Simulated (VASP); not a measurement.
# Nb (Im-3m) in VASP: further runs

The runs below take Nb through single point, relaxation of volume and atoms at fixed shape, with PBEsol.

Program: VASP 6.6.1. These are calculated values, not measurements. Logs are shortened: lines on timing, memory, paths and dates and some standing lists are left out, and cuts for length are marked.

## 1. The cell of the first run

The structure is cubic, space group Im-3m (No. 229). The conventional cell has a = 3.271 Å, b = 3.271 Å, c = 3.271 Å, α = 90.00°, β = 90.00°, γ = 90.00°. Within 3.7 Å of Nb (site symmetry m-3m) lie 14 Nb at 2.83 to 3.27 Å.

## 2. Single point, PBEsol

Contents of INCAR:

```
SYSTEM = Nb
ALGO     = Normal         ! electronic algorithm
EDIFF    = 1E-6           ! SCF threshold, eV
ENCUT    = 500            ! plane-wave cutoff, eV
GGA      = PS             ! functional
GGA_COMPAT= .FALSE.      
ISIF     = 2              ! what is computed and relaxed
ISMEAR   = -1             ! smearing method
LASPH    = .TRUE.         ! aspherical terms in the spheres
LCHARG   = .FALSE.        ! write CHGCAR
LREAL    = .FALSE.        ! projectors in reciprocal space
LWAVE    = .FALSE.        ! write WAVECAR
NBANDS   = 12             ! bands
NELM     = 120            ! most SCF steps
PREC     = Accurate       ! precision mode
SIGMA    = 0.1            ! smearing width, eV
```

Contents of KPOINTS:

```
k-points
0
G
  9 9 9
  0 0 0
```

Contents of POSCAR:

```
Nb
1.0
   -1.6357026841      1.6357026841      1.6357026841
    1.6357026841     -1.6357026841      1.6357026841
    1.6357026841      1.6357026841     -1.6357026841
Nb
1
Direct
    0.0000000000      0.0000000000      0.0000000000
```

Potentials or basis: VASP PAW PBE potentials, release 64 (Nb_sv).

The run is started by

```sh
$ cat potpaw_PBE.64/Nb_sv/POTCAR > POTCAR
$ mpirun -np 1 vasp_std > vasp.out
```

OUTCAR:

```text
SYSTEM = Nb
   EDIFF = 1E-6
   ENCUT = 500
   GGA = PS
   ISIF = 2
   ISMEAR = -1
   LASPH = .TRUE.
   LREAL = .FALSE.
   NELM = 120
   PREC = Accurate

 ion  position               nearest neighbor table
   1  0.000  0.000  0.000-

  LATTYP: Found a body centered cubic cell.
 ALAT       =     3.2714053682

  Lattice vectors:

 A1 = (  -1.6357026841,   1.6357026841,   1.6357026841)
 A2 = (   1.6357026841,  -1.6357026841,   1.6357026841)
 A3 = (   1.6357026841,   1.6357026841,  -1.6357026841)

Analysis of symmetry for initial positions (statically):
=====================================================================
 Subroutine PRICEL returns:
 Original cell was already a primitive cell.

 Routine SETGRP: Setting up the symmetry group for a
 body centered cubic supercell.

 Subroutine GETGRP returns: Found 48 space group operations
 (whereof 48 operations were pure point group operations)
 out of a pool of 48 trial point group operations.

The static configuration has the point symmetry O_h .

Analysis of symmetry for dynamics (positions and initial velocities):
=====================================================================
 Subroutine PRICEL returns:
 Original cell was already a primitive cell.

 Routine SETGRP: Setting up the symmetry group for a
 body centered cubic supercell.

 Subroutine GETGRP returns: Found 48 space group operations
 (whereof 48 operations were pure point group operations)
 out of a pool of 48 trial point group operations.

The dynamic configuration has the point symmetry O_h .

 Subroutine INISYM returns: Found 48 space group operations
 (whereof 48 operations are pure point group operations),
 and found     1 'primitive' translations

----------------------------------------------------------------------------------------

                                     Primitive cell

  volume of cell :      17.5054

  direct lattice vectors                    reciprocal lattice vectors
    -1.635702684  1.635702684  1.635702684     0.000000000  0.305679024  0.305679024
     1.635702684 -1.635702684  1.635702684     0.305679024  0.000000000  0.305679024
     1.635702684  1.635702684 -1.635702684     0.305679024  0.305679024  0.000000000

  length of vectors
     2.833120155  2.833120155  2.833120155     0.432295421  0.432295421  0.432295421

  position of ions in fractional coordinates (direct lattice)
     0.000000000  0.000000000  0.000000000

  ion indices of the primitive-cell ions
   primitive index   ion index
                 1           1

----------------------------------------------------------------------------------------

 KPOINTS: k-points

Automatic generation of k-mesh.
 Grid dimensions read from file:
 generate k-points for:    9    9    9

 Generating k-lattice:

  Cartesian coordinates                     Fractional coordinates (reciprocal lattice)
     0.000000000  0.033964336  0.033964336     0.111111111  0.000000000  0.000000000
     0.033964336  0.000000000  0.033964336     0.000000000  0.111111111  0.000000000
     0.033964336  0.033964336  0.000000000     0.000000000  0.000000000  0.111111111

  Length of vectors
     0.048032825  0.048032825  0.048032825

  Shift w.r.t. Gamma in fractional coordinates (k-lattice)
     0.000000000  0.000000000  0.000000000

 Subroutine IBZKPT returns following result:
 ===========================================

 Found     35 irreducible k-points:

 Following reciprocal coordinates:
            Coordinates               Weight
  0.000000  0.000000  0.000000      1.000000
  0.111111  0.000000  0.000000     12.000000
  0.222222  0.000000  0.000000     12.000000
  0.333333  0.000000  0.000000     12.000000
  0.444444  0.000000  0.000000     12.000000
  0.111111  0.111111  0.000000     24.000000
[... 16 lines left out ...]
 -0.333333  0.444444  0.111111     48.000000
 -0.444444 -0.444444  0.111111     24.000000
 [... further k-points ...]
   k-points           NKPTS =     35   k-points in BZ     NKDIM =     35   number of bands    NBANDS=     12
   number of dos      NEDOS =    301   number of ions     NIONS =      1
   total plane-waves  NPLWV =  13824
   dimension x,y,z NGX =    24 NGY =   24 NGZ =   24
   dimension x,y,z NGXF=    48 NGYF=   48 NGZF=   48
   ions per type =               1
   NGX,Y,Z   is equivalent  to a cutoff of  14.08, 14.08, 14.08 a.u.
   NGXF,Y,Z  is equivalent  to a cutoff of  28.17, 28.17, 28.17 a.u.
 SYSTEM =  Nb
   PREC   = accura    normal or accurate (medium, high low for compatibility)
   ISTART =      0    job   : 0-new  1-cont  2-samecut
   ICHARG =      2    charge: 1-file 2-atom 10-const
   ISPIN  =      1    spin polarized calculation?
   LNONCOLLINEAR =      F non collinear calculations
   LSORBIT =      F    spin-orbit coupling
   LASPH  =      T    aspherical Exc in radial PAW
   ENCUT  =  500.0 eV  36.75 Ry    6.06 a.u.   5.17  5.17  5.17*2*pi/ulx,y,z
   NELM   =    120;   NELMIN=  2; NELMDL= -5     # of ELM steps
   EDIFF  = 0.1E-05   stopping-criterion for ELM
   LREAL  =      F    real-space projection
   EDIFFG = 0.1E-04   stopping-criterion for IOM
   NSW    =      0    number of steps for IOM
   IBRION =     -1    ionic relax: 0-MD 1-quasi-New 2-CG
   NFREE  =      0    steps in history (QN), initial steepest desc. (CG)
   ISIF   =      2    stress and relaxation
   ISYM   =      2    0-nonsym 1-usesym 2-fastsym
   POTIM  = 0.5000    time-step for ionic-motion
   TEBEG  =    0.0;   TEEND  =   0.0 temperature during run
   PSTRESS=    0.0 pullay stress
   NELECT =      13.0000    total number of electrons
   NUPDOWN=      -1.0000    fix difference up-down
   EMIN   =  10.00;   EMAX   =-10.00  energy-range for DOS
   EFERMI =   0.00;   METHOD = LEGACY
   ISMEAR =    -1;   SIGMA  =   0.10  broadening in eV -4-tet -1-fermi 0-gaus
   EFERMI_NEDOS =   21; number of points for ismear=-14 and -15
   IALGO  =     38    algorithm
   IMIX   =      4    mixing-type and parameters
     AMIX     =   0.40;   BMIX     =  1.00
     AMIX_MAG =   1.60;   BMIX_MAG =  1.00
  volume/ion in A,a.u.               =      17.51       118.13
  Fermi-wavevector in a.u.,A,eV,Ry     =   1.482512  2.801542 29.903458  2.197842
  Thomas-Fermi vector in A             =   2.596289
   LORBIT       =      0    0 simple, 1 ext, 2 COOP (PROOUT), +10 PAW based schemes
   GGA     = PS    functional components
   LHFCALC =     F    Hartree Fock is set to
   AEXX    =    0.0000 exact exchange contribution
   IVDW    =     0    specifies the selected vdW correction
   LEPSILON=     F    determine dielectric tensor
   LRPA    =     F    only Hartree local field effects (RPA)
 non-spin polarized calculation
  energy-cutoff  :      500.00
  volume of cell :       17.51
 maximum number of plane-waves:       454
 NGX is ok and might be reduce to    24
   NGX = 11   NGY = 11   NGZ = 11

 number of electron      13.0000001 magnetization

 Free energy of the ion-electron system (eV)
  ---------------------------------------------------
  ext. energy  EPLUGINS =         0.00000000
  ---------------------------------------------------
  free energy    TOTEN  =       -10.98355892 eV

  energy without entropy =      -10.94501082  energy(sigma->0) =      -10.96428487

 E-fermi :  11.4927     XC(G=0): -12.7773

 val. band max:       11.4629799047   @ k =   0.3333   0.2222   0.0000
 cond. band min:      11.4939229389   @ k =   0.1111   0.0000   0.0000
 fundamental gap:      0.0309430342
 Fermi energy:        11.4926505289

 k-point     1 :       0.0000    0.0000    0.0000
  band No.  band energies     occupation
      1     -42.7813      2.00000
      2     -18.0329      2.00000
      3     -18.0329      2.00000
      4     -18.0329      2.00000
      5       5.4247      2.00000
      6      11.8067      0.08295
      7      11.8067      0.08295
      8      11.8067      0.08295
      9      14.8133      0.00000
     10      14.8133      0.00000
     11      25.7364      0.00000
     12      25.7364      0.00000

 k-point     2 :       0.1111    0.0000    0.0000
  band No.  band energies     occupation
      1     -42.7495      2.00000
      2     -18.2215      2.00000
      3     -18.0899      2.00000
      4     -18.0347      2.00000
      5       5.9379      2.00000
      6      11.4939      0.99364
      7      11.7066      0.21054
      8      12.3111      0.00056
      9      14.4008      0.00000
     10      14.8187      0.00000
     11      26.1296      0.00000
     12      26.6326      0.00000

 k-point     3 :       0.2222    0.0000    0.0000
  band No.  band energies     occupation
      1     -42.6682      2.00000
      2     -18.6812      2.00000
      3     -18.2316      2.00000
      4     -18.0392      2.00000
      5       7.1298      2.00000
      6      10.8005      1.99803
      7      11.3522      1.60587
      8      13.7457      0.00000
      9      14.2097      0.00000
     10      14.9173      0.00000
     11      26.2378      0.00000
     12      27.9770      0.00000

 k-point     4 :       0.3333    0.0000    0.0000
  band No.  band energies     occupation
      1     -42.5741      2.00000
      2     -19.1768      2.00000
      3     -18.3884      2.00000
      4     -18.0445      2.00000
      5       7.7816      2.00000
      6      10.1337      2.00000
      7      11.9129      0.02948
      8      14.6326      0.00000
      9      15.1992      0.00000
     10      15.8290      0.00000
     11      24.7110      0.00000
     12      26.2168      0.00000

 k-point     5 :       0.4444    0.0000    0.0000
  band No.  band energies     occupation
      1     -42.5117      2.00000
      2     -19.4870      2.00000
      3     -18.4884      2.00000
      4     -18.0481      2.00000
      5       7.6303      2.00000
      6       9.7484      2.00000
      7      13.4994      0.00000
      8      14.9028      0.00000
      9      15.5192      0.00000
     10      17.7627      0.00000
     11      23.3473      0.00000
     12      24.2535      0.00000
[... 228 lines left out ...]
      1     -42.5585      2.00000
      2     -18.9806      2.00000
      3     -18.4718      2.00000
      4     -18.2605      2.00000
      5       8.5621      2.00000
      6      10.4380      1.99995
      7      11.4279      1.31293
      8      12.9438      0.00000
      9      14.9908      0.00000
     10      16.2042      0.00000
     11      25.7089      0.00000
     12      28.3817      0.00000

 k-point    22 :      -0.4444    0.4444    0.1111
  band No.  band energies     occupation
      1     -42.4892      2.00000
      2     -19.4356      2.00000
      3     -18.5554      2.00000
      4     -18.1737      2.00000
      5       8.0360      2.00000
      6      10.2797      1.99999
      7      11.9243      0.02633
      8      14.0036      0.00000
      9      17.0655      0.00000
     10      17.6472      0.00000
     11      23.9153      0.00000
     12      25.1411      0.00000

 k-point    23 :      -0.3333    0.4444    0.1111
  band No.  band energies     occupation
      1     -42.4855      2.00000
      2     -19.2619      2.00000
      3     -18.6595      2.00000
      4     -18.2706      2.00000
      5       8.7874      2.00000
      6      10.1979      2.00000
      7      11.2257      1.87037
      8      13.6771      0.00000
      9      16.0001      0.00000
     10      18.0945      0.00000
     11      24.4030      0.00000
     12      26.8343      0.00000

 k-point    24 :      -0.4444   -0.4444    0.1111
  band No.  band energies     occupation
      1     -42.4565      2.00000
      2     -19.3726      2.00000
      3     -18.7351      2.00000
      4     -18.2698      2.00000
      5       8.5888      2.00000
      6      10.5416      1.99985
      7      10.9789      1.98832
      8      13.7985      0.00000
      9      16.8038      0.00000
     10      19.7709      0.00000
     11      23.0430      0.00000
     12      25.6474      0.00000

 [... further k-points ...]

------------------------ aborting loop because EDIFF is reached ----------------------------------------

  FORCE on cell =-STRESS in cart. coord.  units (eV):
  Direction    XX          YY          ZZ          XY          YZ          ZX
  --------------------------------------------------------------------------------------
  -------------------------------------------------------------------------------------
  Total       -0.0416999     -0.0416999     -0.0416999     -0.0000000     -0.0000000      0.0000000
  in kB       -3.8165663     -3.8165663     -3.8165663     -0.0000000     -0.0000000      0.0000000
  external PRESSURE =      -3.8165663 kB  Pullay stress =       0.0000000 kB

 VOLUME and BASIS-vectors are now :
 -----------------------------------------------------------------------------
  energy-cutoff  :      500.00
  volume of cell :       17.51
      direct lattice vectors                 reciprocal lattice vectors
    -1.635702684  1.635702684  1.635702684     0.000000000  0.305679024  0.305679024
     1.635702684 -1.635702684  1.635702684     0.305679024  0.000000000  0.305679024
     1.635702684  1.635702684 -1.635702684     0.305679024  0.305679024  0.000000000

 POSITION                                       TOTAL-FORCE (eV/Angst)
 -----------------------------------------------------------------------------------
      0.00000      0.00000      0.00000         0.000000      0.000000      0.000000
 -----------------------------------------------------------------------------------
    total drift:                                0.000000      0.000000     -0.000000

  FREE ENERGIE OF THE ION-ELECTRON SYSTEM (eV)
  ---------------------------------------------------
  free  energy   TOTEN  =       -10.9835589186 eV

  energy  without entropy=      -10.9450108179  energy(sigma->0) =      -10.96428487
```

Run time: 5.4 s. Hardware: 1 thread of Intel Xeon Platinum 8375C at 2.90GHz (Ice Lake), shared host; peak memory 0.13 GiB.

Results:

- Free energy: -10.9836 eV
- Pressure: -0.4 GPa
- Band gap on the k mesh: zero (an odd number of electrons rules out a gap without spin polarisation)

Caveat: the PAW data sets were made with another functional, which shifts forces and pressure a little.

## 3. Relaxation of volume and atoms at fixed shape, PBEsol

This run uses another cell than the first one, of 18.43 Å³/atom.

Contents of INCAR:

```
PREC = Accurate
ENCUT = 500
EDIFF = 1E-7
ISMEAR = -1
SIGMA = 0.1
LREAL = False
LASPH = True
NELM = 120
ALGO = Normal
ISIF = 8
LWAVE = False
LCHARG = False
GGA = PS
IBRION = 2
NSW = 50
EDIFFG = -0.01
GGA_COMPAT = False
NELMIN = 4
```

Contents of KPOINTS:

```
regular mesh
0
Gamma
  9 9 9
```

Contents of POSCAR:

```
Nb
1.0
   -1.6639500000      1.6639500000      1.6639500000
    1.6639500000     -1.6639500000      1.6639500000
    1.6639500000      1.6639500000     -1.6639500000
Nb
1
Direct
    0.0000000000      0.0000000000      0.0000000000
```

Potentials or basis: VASP PAW PBE potentials, release 64 (Nb_sv).

The run is started by

```sh
$ cat potpaw_PBE.64/Nb_sv/POTCAR > POTCAR
$ mpirun -np 1 vasp_std > vasp.out
```

It took 22 s on 1 thread of Intel Xeon Platinum 8375C at 2.90GHz (Ice Lake), shared host; peak memory 0.14 GiB.

Results (log left out):

```
Free energy                           : -10.9847 eV
Relaxed volume                        : 17.48 Å³/atom
Relaxed cell                          : a = 2.832 Å, b = 2.832 Å, c = 2.832 Å, α = 109.47°, β = 109.47°, γ = 109.47°
Space group after relaxing (to 0.1 Å) : Im-3m (No. 229)
Energy gained by relaxing             : 27.7 meV/atom
Ionic steps                           : 4
Pressure after relaxing               : 0.0 GPa
Band gap on the k mesh                : zero (an odd number of electrons rules out a gap without spin polarisation)
```

The path:
```csv
step,energy change (eV),largest force (eV/Å),pressure (GPa),volume (Å³)
1,0.0000,0.0000,-8.93,18.43
2,0.0788,0.0000,22.34,15.82
3,-0.0277,0.0000,-0.31,17.51
4,-0.0277,0.0000,-0.03,17.48
```

Final structure:
```yaml
crystal:
  lattice:
    - [-1.63488, 1.63488, 1.63488]
    - [1.63488, -1.63488, 1.63488]
    - [1.63488, 1.63488, -1.63488]
  atoms:
    - { symbol: Nb, position: [0.00000, 0.00000, 0.00000] }
```

Levels at points of the mesh, in eV from the Fermi level:
| k point | band 4 | band 5 | band 6 | band 7 | band 8 | band 9 |
| --- | --- | --- | --- | --- | --- | --- |
| (0.00, 0.00, 0.00) | -29.52 | -6.07 | 0.31 | 0.31 | 0.31 | 3.33 |

Caveat: the PAW data sets were made with another functional, which shifts forces and pressure a little.

The gap in the log of VASP goes by the Fermi energy; the results here count the filled bands.